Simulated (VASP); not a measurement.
The system is O.

```
O
1.0
    -1.22698    1.22698    1.22698
     1.22698   -1.22698    1.22698
     1.22698    1.22698   -1.22698
O
1
Direct
  0.00000 0.00000 0.00000
```

| Property | Result |
| --- | --- |
| Program | VASP 6.6.1 |
| Task | relaxation of cell and atoms |
| Functional | PBE |
| Potentials or basis | VASP PAW PBE potentials, release 64 (O) |
| Cutoff | 600 eV |
| k mesh | 10 × 10 × 10 |
| Occupations | methfessel-paxton, width 0.1112 eV |
| Spin | no spin polarisation |

At the start: pressure 10.1 GPa; volume 7.39 Å³/atom.

How do energy, volume and symmetry change on relaxing?

Over 3 steps the energy falls by 13.6 meV/atom and the volume is 7.84 Å³/atom (+6.2 %); space group Im-3m (No. 229, to 0.05 Å).

The path:
| step | energy change (eV) | largest force (eV/Å) | pressure (GPa) | volume (Å³) |
| --- | --- | --- | --- | --- |
| 1 | 0.0000 | 0.0000 | 10.10 | 7.39 |
| 2 | -0.0135 | 0.0000 | -0.97 | 7.90 |
| 3 | -0.0136 | 0.0000 | 0.01 | 7.84 |

Final structure:
```cif
data_structure
_symmetry_space_group_name_H-M 'P 1'
_symmetry_Int_Tables_number 1
_cell_length_a 2.1680
_cell_length_b 2.1680
_cell_length_c 2.1680
_cell_angle_alpha 109.471
_cell_angle_beta 109.471
_cell_angle_gamma 109.471
_cell_volume 7.84
loop_
_atom_site_label
_atom_site_type_symbol
_atom_site_fract_x
_atom_site_fract_y
_atom_site_fract_z
_atom_site_occupancy
O1 O 0.00000 0.00000 0.00000 1
```

Caveat: the k points lie up to 0.35 Å⁻¹ apart in the final cell.
